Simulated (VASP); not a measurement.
# Na (Im-3m) in VASP: a series of runs, part 2 of 2

VASP 6.6.1. Earlier steps stand in the parts before.

## Step 4: Electric field gradients, PBE (volume scaled by 1.06)

INCAR reads:

```
PREC = Accurate ; ENCUT = 400
EDIFF = 1E-8 ; ISMEAR = -1
SIGMA = 0.05 ; LREAL = False
LASPH = True ; NELM = 120
ALGO = Normal ; ISIF = 2
LWAVE = False ; LCHARG = False
GGA = PE ; LEFG = True
NBANDS = 10 ; GGA_COMPAT = False
```

KPOINTS reads:

```
Automatic mesh
0
Gamma
  12 12 12
```

POSCAR reads:

```
Na
1.0
   -2.1590301515      2.1590301515      2.1590301515
    2.1590301515     -2.1590301515      2.1590301515
    2.1590301515      2.1590301515     -2.1590301515
Na
1
Direct
    0.0000000000      0.0000000000      0.0000000000
```

Potentials or basis: VASP PAW PBE potentials, release 64 (Na_pv).

Started as:

```
$ cat potpaw_PBE.64/Na_pv/POTCAR > POTCAR
$ mpirun -np 1 vasp_std > vasp.out
```

OUTCAR:

```text
PREC = Accurate
   ENCUT = 400
   EDIFF = 1E-8
   ISMEAR = -1
   LREAL = False
   LASPH = True
   NELM = 120
   ISIF = 2
   GGA = PE

 ion  position               nearest neighbor table
   1  0.000  0.000  0.000-

  LATTYP: Found a body centered cubic cell.
 ALAT       =     4.3180603030

  Lattice vectors:

 A1 = (  -2.1590301515,   2.1590301515,   2.1590301515)
 A2 = (   2.1590301515,  -2.1590301515,   2.1590301515)
 A3 = (   2.1590301515,   2.1590301515,  -2.1590301515)

Analysis of symmetry for initial positions (statically):
=====================================================================
 Subroutine PRICEL returns:
 Original cell was already a primitive cell.

 Routine SETGRP: Setting up the symmetry group for a
 body centered cubic supercell.

 Subroutine GETGRP returns: Found 48 space group operations
[... 491 lines left out ...]
  external PRESSURE =      -7.1662030 kB  Pullay stress =       0.0000000 kB

 VOLUME and BASIS-vectors are now :
 -----------------------------------------------------------------------------
  energy-cutoff  :      400.00
  volume of cell :       40.26
      direct lattice vectors                 reciprocal lattice vectors
    -2.159030152  2.159030152  2.159030152     0.000000000  0.231585464  0.231585464
     2.159030152 -2.159030152  2.159030152     0.231585464  0.000000000  0.231585464
     2.159030152  2.159030152 -2.159030152     0.231585464  0.231585464  0.000000000

 POSITION                                       TOTAL-FORCE (eV/Angst)
 -----------------------------------------------------------------------------------
      0.00000      0.00000      0.00000         0.000000      0.000000     -0.000000
 -----------------------------------------------------------------------------------
    total drift:                                0.000000      0.000000     -0.000000

  FREE ENERGIE OF THE ION-ELECTRON SYSTEM (eV)
  ---------------------------------------------------
  free  energy   TOTEN  =        -1.3050878686 eV

  energy  without entropy=       -1.2995741804  energy(sigma->0) =       -1.30233102

 Electric field gradients (V/A^2)
---------------------------------------------------------------------
 ion       V_xx      V_yy      V_zz      V_xy      V_xz      V_yz
---------------------------------------------------------------------
   1      -0.000     0.000     0.000     0.004     0.004     0.004
---------------------------------------------------------------------

 Electric field gradients after diagonalization (V/A^2)
 (convention: |V_zz| > |V_xx| > |V_yy|)
----------------------------------------------------------------------
 ion       V_xx      V_yy      V_zz     asymmetry (V_yy - V_xx)/ V_zz
----------------------------------------------------------------------
   1      -0.004    -0.004     0.008       0.000
----------------------------------------------------------------------

           NMR quadrupolar parameters

 Cq : quadrupolar parameter    Cq=e*Q*V_zz/h
 eta: asymmetry parameters     (V_yy - V_xx)/ V_zz
 Q  : nuclear electric quadrupole moment in mb (millibarn)
----------------------------------------------------------------------
 ion       Cq(MHz)       eta       Q (mb)
----------------------------------------------------------------------
   1       0.000       0.000       1.000
----------------------------------------------------------------------
```

stdout:

```text
POSCAR found type information on POSCAR Na
 POSCAR found :  1 types and       1 ions
 scaLAPACK will be used
 LDA part: xc-table for (Slater+PW92), standard interpolation
 POSCAR, INCAR and KPOINTS ok, starting setup
 FFT: planning ... GRIDC
 FFT: planning ... GRID_SOFT
 FFT: planning ... GRID
 WAVECAR not read
 entering main loop
ion   1
```

Wall time 3.8 s (1 thread of Intel Xeon 6975P-C (Granite Rapids), shared host); peak memory 0.13 GiB.

What came out:

- Free energy: -1.3051 eV
- Pressure: -0.7 GPa

Caveat: without QUAD_EFG the Cq values of the log hold for a quadrupole moment of 1 mb, not for the nuclei.

## Step 5: Electric field gradients, PBE (volume scaled by 1.06)

INCAR reads:

```
SYSTEM = Na
  PREC = Accurate
  ENCUT = 400
  EDIFF = 1E-8
  ISMEAR = -1
  SIGMA = 0.05
  LREAL = .FALSE.
  LASPH = .TRUE.
  NELM = 120
  ALGO = Normal
  ISIF = 2
  LWAVE = .FALSE.
  LCHARG = .FALSE.
  GGA = PE
  LEFG = .TRUE.
  NBANDS = 10
  GGA_COMPAT = .FALSE.
```

KPOINTS reads:

```
regular mesh
0
G
  12 12 12
  0 0 0
```

POSCAR is that of step 4.

Potentials or basis: VASP PAW PBE potentials, release 64 (Na_pv).

Started as:

```
$ cat potpaw_PBE.64/Na_pv/POTCAR > POTCAR
$ mpirun -np 1 vasp_std > vasp.out
```

OUTCAR:

```text
SYSTEM = Na
   PREC = Accurate
   ENCUT = 400
   EDIFF = 1E-8
   ISMEAR = -1
   LREAL = .FALSE.
   LASPH = .TRUE.
   NELM = 120
   ISIF = 2
   GGA = PE

 ion  position               nearest neighbor table
   1  0.000  0.000  0.000-

  LATTYP: Found a body centered cubic cell.
 ALAT       =     4.3180603030

  Lattice vectors:

 A1 = (  -2.1590301515,   2.1590301515,   2.1590301515)
 A2 = (   2.1590301515,  -2.1590301515,   2.1590301515)
 A3 = (   2.1590301515,   2.1590301515,  -2.1590301515)

Analysis of symmetry for initial positions (statically):
=====================================================================
 Subroutine PRICEL returns:
 Original cell was already a primitive cell.

 Routine SETGRP: Setting up the symmetry group for a
 body centered cubic supercell.

 Subroutine GETGRP returns: Found 48 space group operations
 (whereof 48 operations were pure point group operations)
 out of a pool of 48 trial point group operations.

The static configuration has the point symmetry O_h .

Analysis of symmetry for dynamics (positions and initial velocities):
=====================================================================
 Subroutine PRICEL returns:
 Original cell was already a primitive cell.

 Routine SETGRP: Setting up the symmetry group for a
 body centered cubic supercell.

 Subroutine GETGRP returns: Found 48 space group operations
 (whereof 48 operations were pure point group operations)
 out of a pool of 48 trial point group operations.

The dynamic configuration has the point symmetry O_h .

 Subroutine INISYM returns: Found 48 space group operations
 (whereof 48 operations are pure point group operations),
 and found     1 'primitive' translations

----------------------------------------------------------------------------------------

                                     Primitive cell

  volume of cell :      40.2565

  direct lattice vectors                    reciprocal lattice vectors
    -2.159030152  2.159030152  2.159030152     0.000000000  0.231585464  0.231585464
     2.159030152 -2.159030152  2.159030152     0.231585464  0.000000000  0.231585464
     2.159030152  2.159030152 -2.159030152     0.231585464  0.231585464  0.000000000

  length of vectors
     3.739549917  3.739549917  3.739549917     0.327511304  0.327511304  0.327511304

  position of ions in fractional coordinates (direct lattice)
     0.000000000  0.000000000  0.000000000

  ion indices of the primitive-cell ions
   primitive index   ion index
                 1           1

----------------------------------------------------------------------------------------

 KPOINTS: regular mesh

Automatic generation of k-mesh.
 Grid dimensions read from file:
 generate k-points for:   12   12   12

 Generating k-lattice:

  Cartesian coordinates                     Fractional coordinates (reciprocal lattice)
     0.000000000  0.019298789  0.019298789     0.083333333  0.000000000  0.000000000
[... 64 lines left out ...]
   NFREE  =      0    steps in history (QN), initial steepest desc. (CG)
   ISIF   =      2    stress and relaxation
   ISYM   =      2    0-nonsym 1-usesym 2-fastsym
   POTIM  = 0.5000    time-step for ionic-motion
   TEBEG  =    0.0;   TEEND  =   0.0 temperature during run
   PSTRESS=    0.0 pullay stress
   NELECT =       7.0000    total number of electrons
   NUPDOWN=      -1.0000    fix difference up-down
   EMIN   =  10.00;   EMAX   =-10.00  energy-range for DOS
   EFERMI =   0.00;   METHOD = LEGACY
   ISMEAR =    -1;   SIGMA  =   0.05  broadening in eV -4-tet -1-fermi 0-gaus
   EFERMI_NEDOS =   21; number of points for ismear=-14 and -15
   IALGO  =     38    algorithm
   IMIX   =      4    mixing-type and parameters
     AMIX     =   0.40;   BMIX     =  1.00
     AMIX_MAG =   1.60;   BMIX_MAG =  1.00
  volume/ion in A,a.u.               =      40.26       271.66
  Fermi-wavevector in a.u.,A,eV,Ry     =   0.913753  1.726743 11.360110  0.834945
  Thomas-Fermi vector in A             =   2.038301
   LORBIT       =      0    0 simple, 1 ext, 2 COOP (PROOUT), +10 PAW based schemes
   GGA     = PE    functional components
   LHFCALC =     F    Hartree Fock is set to
   AEXX    =    0.0000 exact exchange contribution
   IVDW    =     0    specifies the selected vdW correction
   LEPSILON=     F    determine dielectric tensor
   LRPA    =     F    only Hartree local field effects (RPA)
 non-spin polarized calculation
  energy-cutoff  :      400.00
  volume of cell :       40.26
 maximum number of plane-waves:       746
   NGX = 13   NGY = 13   NGZ = 13

 number of electron       6.9999994 magnetization

 Free energy of the ion-electron system (eV)
  ---------------------------------------------------
  ext. energy  EPLUGINS =         0.00000000
  ---------------------------------------------------
  free energy    TOTEN  =        -1.30508787 eV

  energy without entropy =       -1.29957418  energy(sigma->0) =       -1.30233102

 E-fermi :   0.0666     XC(G=0):  -6.2932

 val. band max:        0.0310093154   @ k =  -0.3333   0.4167   0.1667
 cond. band min:       0.1380764971   @ k =   0.3333   0.1667   0.0000
 fundamental gap:      0.1070671817
 Fermi energy:         0.0666474601

 k-point     1 :       0.0000    0.0000    0.0000
  band No.  band energies     occupation
      1     -24.8637      2.00000
      2     -24.8637      2.00000
      3     -24.8637      2.00000
      4      -3.0081      2.00000
      5      11.3075      0.00000
      6      11.3075      0.00000
      7      11.3075      0.00000
      8      12.2639      0.00000
      9      12.2639      0.00000
     10      12.7869      0.00000
[... 287 lines left out ...]
 k-point    24 :       0.4167    0.0833    0.0833
  band No.  band energies     occupation
      1     -24.8888      2.00000
      2     -24.8742      2.00000
      3     -24.8656      2.00000
      4       1.0460      0.00000
      5       1.4511      0.00000
      6       6.0533      0.00000
      7       6.9522      0.00000
      8      11.2464      0.00000
      9      11.9177      0.00000
     10      15.6977      0.00000

 [... further k-points ...]
[... 5 lines left out ...]
  --------------------------------------------------------------------------------------
  -------------------------------------------------------------------------------------
  Total       -0.1800589     -0.1800589     -0.1800589     -0.0000000     -0.0000000      0.0000000
  in kB       -7.1662030     -7.1662030     -7.1662030     -0.0000000     -0.0000000      0.0000000
  external PRESSURE =      -7.1662030 kB  Pullay stress =       0.0000000 kB

 VOLUME and BASIS-vectors are now :
 -----------------------------------------------------------------------------
  energy-cutoff  :      400.00
  volume of cell :       40.26
      direct lattice vectors                 reciprocal lattice vectors
    -2.159030152  2.159030152  2.159030152     0.000000000  0.231585464  0.231585464
     2.159030152 -2.159030152  2.159030152     0.231585464  0.000000000  0.231585464
     2.159030152  2.159030152 -2.159030152     0.231585464  0.231585464  0.000000000

 POSITION                                       TOTAL-FORCE (eV/Angst)
 -----------------------------------------------------------------------------------
      0.00000      0.00000      0.00000         0.000000      0.000000     -0.000000
 -----------------------------------------------------------------------------------
    total drift:                                0.000000      0.000000     -0.000000

  FREE ENERGIE OF THE ION-ELECTRON SYSTEM (eV)
  ---------------------------------------------------
  free  energy   TOTEN  =        -1.3050878686 eV

  energy  without entropy=       -1.2995741804  energy(sigma->0) =       -1.30233102

 Electric field gradients (V/A^2)
---------------------------------------------------------------------
 ion       V_xx      V_yy      V_zz      V_xy      V_xz      V_yz
---------------------------------------------------------------------
   1      -0.000     0.000     0.000     0.004     0.004     0.004
---------------------------------------------------------------------

 Electric field gradients after diagonalization (V/A^2)
 (convention: |V_zz| > |V_xx| > |V_yy|)
----------------------------------------------------------------------
 ion       V_xx      V_yy      V_zz     asymmetry (V_yy - V_xx)/ V_zz
----------------------------------------------------------------------
   1      -0.004    -0.004     0.008       0.000
----------------------------------------------------------------------

           NMR quadrupolar parameters

 Cq : quadrupolar parameter    Cq=e*Q*V_zz/h
 eta: asymmetry parameters     (V_yy - V_xx)/ V_zz
 Q  : nuclear electric quadrupole moment in mb (millibarn)
----------------------------------------------------------------------
 ion       Cq(MHz)       eta       Q (mb)
----------------------------------------------------------------------
   1       0.000       0.000       1.000
----------------------------------------------------------------------
```

OSZICAR:

```text
N       E                     dE             d eps       ncg     rms          rms(c)
DAV:   1     0.224482809549E+02    0.22448E+02   -0.34390E+03  1464   0.467E+02
DAV:   2    -0.824586693997E+00   -0.23273E+02   -0.23152E+02  1470   0.126E+02
DAV:   3    -0.130122462288E+01   -0.47664E+00   -0.47638E+00  1786   0.206E+01
DAV:   4    -0.130528751841E+01   -0.40629E-02   -0.40626E-02  1696   0.182E+00
DAV:   5    -0.130535095459E+01   -0.63436E-04   -0.63435E-04  1666   0.222E-01    0.205E-01
DAV:   6    -0.130516017922E+01    0.19078E-03   -0.47989E-04  1744   0.262E-01    0.139E-01
DAV:   7    -0.130509631039E+01    0.63869E-04   -0.10250E-03  1616   0.317E-01    0.149E-02
DAV:   8    -0.130508713083E+01    0.91796E-05   -0.50993E-05  1786   0.116E-01    0.315E-03
DAV:   9    -0.130508773014E+01   -0.59931E-06   -0.25615E-07  1638   0.470E-03    0.126E-03
DAV:  10    -0.130508787765E+01   -0.14751E-06   -0.54797E-08  1634   0.137E-03    0.145E-04
DAV:  11    -0.130508786859E+01    0.90611E-08   -0.13261E-09  1102   0.327E-04
   1 F= -.13050879E+01 E0= -.13023310E+01  d E =-.551369E-02
```

stdout:

```text
POSCAR found type information on POSCAR Na
 POSCAR found :  1 types and       1 ions
 scaLAPACK will be used
 LDA part: xc-table for (Slater+PW92), standard interpolation
 POSCAR, INCAR and KPOINTS ok, starting setup
 FFT: planning ... GRIDC
 FFT: planning ... GRID_SOFT
 FFT: planning ... GRID
 WAVECAR not read
 entering main loop
ion   1
```

It took 3.7 s on 1 thread of Intel Xeon 6975P-C (Granite Rapids), shared host; peak memory 0.13 GiB.

What came out:

| Property | Result |
| --- | --- |
| Free energy | -1.3051 eV |
| Pressure | -0.7 GPa |

Levels at points of the mesh, in eV from the Fermi level:
| k point | band 1 | band 2 | band 3 | band 4 | band 5 | band 6 | band 7 |
| --- | --- | --- | --- | --- | --- | --- | --- |
| (0.00, 0.00, 0.00) | -24.93 | -24.93 | -24.93 | -3.07 | 11.24 | 11.24 | 11.24 |
| (0.50, 0.00, 0.00) | -24.96 | -24.94 | -24.93 | 0.77 | 1.16 | 7.91 | 8.64 |
| (0.50, 0.50, 0.50) | -24.95 | -24.95 | -24.95 | 4.42 | 4.42 | 4.66 | 4.66 |

Caveat: without QUAD_EFG the Cq values of the log hold for a quadrupole moment of 1 mb, not for the nuclei.

## Step 6: Summary

| cell | gap on the mesh (eV) | pressure (GPa) |
| --- | --- | --- |
| a = 3.668 Å, angles 109.5°, 1 atom | none | -0.4 |
| a = 3.704 Å, angles 109.5°, 1 atom | none | -0.6 |
| a = 3.740 Å, angles 109.5°, 1 atom | none | -0.7 |

Alike in all rows: task electric field gradients; level PBE; potentials or basis VASP PAW PBE potentials, release 64 (Na_pv); no spin polarisation; k mesh 12 × 12 × 12; cutoff (eV) 400; smearing fermi-dirac 0.05 eV.

Absolute energies hang on the potentials; compare differences alone.
